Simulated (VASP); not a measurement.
A run of VASP 6.6.1 is set up as follows.

Contents of POSCAR:

```
Rh
1.0
    2.5907321750      0.0000000000      0.0000000000
   -1.2953660875      2.2436398780      0.0000000000
    0.0000000000      0.0000000000      4.1751296250
Rh
2
Direct
    0.3333333333      0.6666666667      0.2500000000
    0.6666666667      0.3333333333      0.7500000000
```

INCAR.step1

```
SYSTEM = Rh
ALGO = Normal
EDIFF = 1E-4
ENCUT = 520
GGA = PE
ISMEAR = -1
LASPH = .True.
LCHARG = .False.
LREAL = .False.
LWAVE = .True.
NBANDS = 22
NELM = 60
PREC = Accurate
SIGMA = 0.1
```

File INCAR.step2:

```
SYSTEM = Rh
ALGO = Normal
EDIFF = 1E-6
ENCUT = 520
ISIF = 2
ISMEAR = -1
ISTART = 1
LASPH = .True.
LCHARG = .False.
LMIXTAU = .True.
LREAL = .False.
LWAVE = .False.
METAGGA = R2SCAN
NBANDS = 22
NELM = 60
PREC = Accurate
SIGMA = 0.1
```

The input KPOINTS:

```
k-points
0
Gamma
  15 15 8
  0 0 0
```

Potentials or basis: VASP PAW PBE potentials, release 64 (Rh_pv).

The run is started by

```console
$ cat potpaw_PBE.64/Rh_pv/POTCAR > POTCAR
$ cp INCAR.step1 INCAR
$ mpirun -np 1 vasp_std > vasp.out
$ cp INCAR.step2 INCAR
$ mpirun -np 1 vasp_std > vasp.out
```

Q: Predict the pressure.

A: 51.2 GPa.

Q: Estimate the band gap on the k mesh.

A: Zero (bands 15 and 16 overlap by 2.97 eV).

Stress tensor (GPa, compression positive):
```
50.89  0.00  0.00
 0.00 50.89  0.00
 0.00  0.00 51.96
```

Caveat: the cell stands under pressure; the PAW data sets were made with another functional, which shifts forces and pressure a little.
